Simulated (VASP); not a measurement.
# C in VASP: single point with PBE+D3(BJ)

Aim: the single point of C with PBE+D3(BJ).

Everything below comes from runs of VASP 6.6.1. Logs are shortened: lines on timing, memory, paths and dates and some standing lists are left out, and cuts for length are marked.

## (1) The cell of the first run

The cell holds a slab with vacuum, 2 atoms: a = 2.457 Å, b = 2.456 Å, c = 8.525 Å, α = 91.07°, β = 87.85°, γ = 120.00°.

## (2) Single point, PBE+D3(BJ) (strain +0.0375 x Voigt [0, 0, 0, 0, 1, 0])

The input, INCAR:

```
SYSTEM = C
ALGO = Normal
EDIFF = 1E-6
ENCUT = 520
GGA = PE
ISIF = 2
ISMEAR = 0
IVDW = 12
LASPH = .TRUE.
LCHARG = .FALSE.
LREAL = .FALSE.
LWAVE = .FALSE.
NBANDS = 11
NELM = 60
PREC = Accurate
SIGMA = 0.15
```

The input, KPOINTS:

```
k-points
0
G
  30 30 8
  0 0 0
```

The input, POSCAR:

```
C
1.0
    2.4561701622      0.0000000000      0.0460531905
   -1.2280850811      2.1271057565     -0.0230265953
    0.1598213130      0.0000000000      8.5238033600
C
2
Direct
    0.3333333333      0.6666666667      0.0000000000
    0.6666666667      0.3333333333      0.0000000000
```

Potentials or basis: VASP PAW PBE potentials, release 64 (C).

Launch:

```bash
> cat potpaw_PBE.64/C/POTCAR > POTCAR
> mpirun -np 1 vasp_std > vasp.out
```

OUTCAR:

```text
SYSTEM = C
   EDIFF = 1E-6
   ENCUT = 520
   GGA = PE
   ISIF = 2
   ISMEAR = 0
   IVDW = 12
   LASPH = .TRUE.
   LREAL = .FALSE.
   NELM = 60
   PREC = Accurate
 IVDW          = 12

 ion  position               nearest neighbor table
   1  0.333  0.667  0.000-   2 1.42   2 1.42   2 1.42
   2  0.667  0.333  0.000-   1 1.42   1 1.42   1 1.42

  LATTYP: Found a base centered monoclinic cell.
 ALAT       =     2.4566018729
 B/A-ratio  =     1.7317464258
 C/A-ratio  =     3.4703635323
 COS(beta)  =    -0.0374868210

  Lattice vectors:

 A1 = (  -1.2280850811,   2.1271057565,  -0.0230265953)
 A2 = (  -1.2280850811,  -2.1271057565,  -0.0230265952)
 A3 = (   0.1598213130,   0.0000000000,   8.5238033600)

Analysis of symmetry for initial positions (statically):
=====================================================================
 Subroutine PRICEL returns:
 Original cell was already a primitive cell.

 Routine SETGRP: Setting up the symmetry group for a
 base centered monoclinic supercell.

 Subroutine GETGRP returns: Found  4 space group operations
 (whereof  4 operations were pure point group operations)
 out of a pool of  4 trial point group operations.

The static configuration has the point symmetry C_2h.

Analysis of symmetry for dynamics (positions and initial velocities):
=====================================================================
 Subroutine PRICEL returns:
 Original cell was already a primitive cell.

 Routine SETGRP: Setting up the symmetry group for a
 base centered monoclinic supercell.

 Subroutine GETGRP returns: Found  4 space group operations
 (whereof  4 operations were pure point group operations)
 out of a pool of  4 trial point group operations.

The dynamic configuration has the point symmetry C_2h.

 Subroutine INISYM returns: Found  4 space group operations
 (whereof  4 operations are pure point group operations),
 and found     1 'primitive' translations

----------------------------------------------------------------------------------------

                                     Primitive cell

  volume of cell :      44.5172

  direct lattice vectors                    reciprocal lattice vectors
     2.456170162  0.000000000  0.046053191     0.407281100  0.235061185 -0.007636521
    -1.228085081  2.127105756 -0.023026595     0.000000000  0.470122370  0.000000000
     0.159821313  0.000000000  8.523803360    -0.002200496  0.000000000  0.117359780

  length of vectors
     2.456601873  2.456278097  8.525301553     0.470308380  0.470122370  0.117380408

[... 88 lines left out ...]
   POTIM  = 0.5000    time-step for ionic-motion
   TEBEG  =    0.0;   TEEND  =   0.0 temperature during run
   PSTRESS=    0.0 pullay stress
   NELECT =       8.0000    total number of electrons
   NUPDOWN=      -1.0000    fix difference up-down
   EMIN   =  10.00;   EMAX   =-10.00  energy-range for DOS
   EFERMI =   0.00;   METHOD = LEGACY
   ISMEAR =     0;   SIGMA  =   0.15  broadening in eV -4-tet -1-fermi 0-gaus
   EFERMI_NEDOS =   21; number of points for ismear=-14 and -15
   IALGO  =     38    algorithm
   IMIX   =      4    mixing-type and parameters
     AMIX     =   0.40;   BMIX     =  1.00
     AMIX_MAG =   1.60;   BMIX_MAG =  1.00
  volume/ion in A,a.u.               =      22.26       150.21
  Fermi-wavevector in a.u.,A,eV,Ry     =   0.923837  1.745799 11.612233  0.853475
  Thomas-Fermi vector in A             =   2.049517
   LORBIT       =      0    0 simple, 1 ext, 2 COOP (PROOUT), +10 PAW based schemes
   GGA     = PE    functional components
   LHFCALC =     F    Hartree Fock is set to
   AEXX    =    0.0000 exact exchange contribution
   IVDW    =    12    specifies the selected vdW correction
   LEPSILON=     F    determine dielectric tensor
   LRPA    =     F    only Hartree local field effects (RPA)
 non-spin polarized calculation
 Gauss-broadening in eV      SIGMA  =   0.15
  energy-cutoff  :      520.00
  volume of cell :       44.52
 maximum number of plane-waves:      1228
   NGX =  9   NGY =  9   NGZ = 31

 number of electron       7.9999998 magnetization

 Free energy of the ion-electron system (eV)
  ---------------------------------------------------
  ext. energy  EPLUGINS =         0.00000000
  ---------------------------------------------------
  free energy    TOTEN  =       -18.44842425 eV

  energy without entropy =      -18.44804814  energy(sigma->0) =      -18.44823619

 E-fermi :  -0.6705     XC(G=0):  -4.9946

 val. band max:       -0.6715880957   @ k =   0.3333   0.3333   0.0000
 cond. band min:      -0.6693553528   @ k =   0.3333   0.3333   0.5000
 fundamental gap:      0.0022327428
 Fermi energy:        -0.6704674592

 k-point     1 :       0.0000    0.0000    0.0000
  band No.  band energies     occupation
      1     -20.2872      2.00000
      2      -8.3666      2.00000
      3      -3.7124      2.00000
      4      -3.7116      2.00000
      5       2.2803      0.00000
      6       4.6011      0.00000
      7       6.2946      0.00000
      8       7.7096      0.00000
      9       7.7136      0.00000
     10      10.8963      0.00000
     11      12.0867      0.00000
[... 309 lines left out ...]
 k-point    24 :       0.2333    0.0333   -0.0000
  band No.  band energies     occupation
      1     -18.7923      2.00000
      2      -8.1259      2.00000
      3      -6.5999      2.00000
      4      -5.8257      2.00000
      5       4.3357      0.00000
      6       6.3917      0.00000
      7       6.8203      0.00000
      8       7.5356      0.00000
      9       8.3784      0.00000
     10      12.6403      0.00000
     11      14.5393      0.00000

 [... further k-points ...]

------------------------ aborting loop because EDIFF is reached ----------------------------------------

 Edisp (eV)   -0.18100

 E8    (eV) :    -0.0557

  FORCE on cell =-STRESS in cart. coord.  units (eV):
  Direction    XX          YY          ZZ          XY          YZ          ZX
  --------------------------------------------------------------------------------------
  -------------------------------------------------------------------------------------
  Total       0.60896     0.62686    -0.02474    -0.00000    -0.00000     0.01195
  in kB      21.91664    22.56055    -0.89041    -0.00000    -0.00000     0.43009
  external pressure =       14.53 kB  Pullay stress =        0.00 kB

 VOLUME and BASIS-vectors are now :
 -----------------------------------------------------------------------------
  energy-cutoff  :      520.00
  volume of cell :       44.52
      direct lattice vectors                 reciprocal lattice vectors
     2.456170162  0.000000000  0.046053191     0.407281100  0.235061185 -0.007636521
    -1.228085081  2.127105756 -0.023026595     0.000000000  0.470122370  0.000000000
     0.159821313  0.000000000  8.523803360    -0.002200496  0.000000000  0.117359780

 POSITION                                       TOTAL-FORCE (eV/Angst)
 -----------------------------------------------------------------------------------
     -0.00000      1.41807     -0.00000        -0.000000     -0.002056      0.000000
      1.22809      0.70904      0.02303         0.000000      0.002056     -0.000000
 -----------------------------------------------------------------------------------
    total drift:                                0.000000     -0.000000      0.000000

  FREE ENERGIE OF THE ION-ELECTRON SYSTEM (eV)
  ---------------------------------------------------
  free  energy   TOTEN  =       -18.6294282755 eV

  energy  without entropy=      -18.6290521658  energy(sigma->0) =      -18.62924022
```

It took 13 min on 1 thread of Intel Xeon Platinum 8259CL at 2.50GHz (Skylake/Cascade Lake), shared host; peak memory 0.76 GiB.

Results:

* Free energy: -18.6294 eV
* Dispersion energy per atom: -0.090 eV

Forces in eV/Å, atoms in the order of the input:
```
C    0.000 -0.002  0.000
C    0.000  0.002  0.000
```

Caveat: the cell differs from its parent crystal (strain +0.0375 x Voigt [0, 0, 0, 0, 1, 0]).
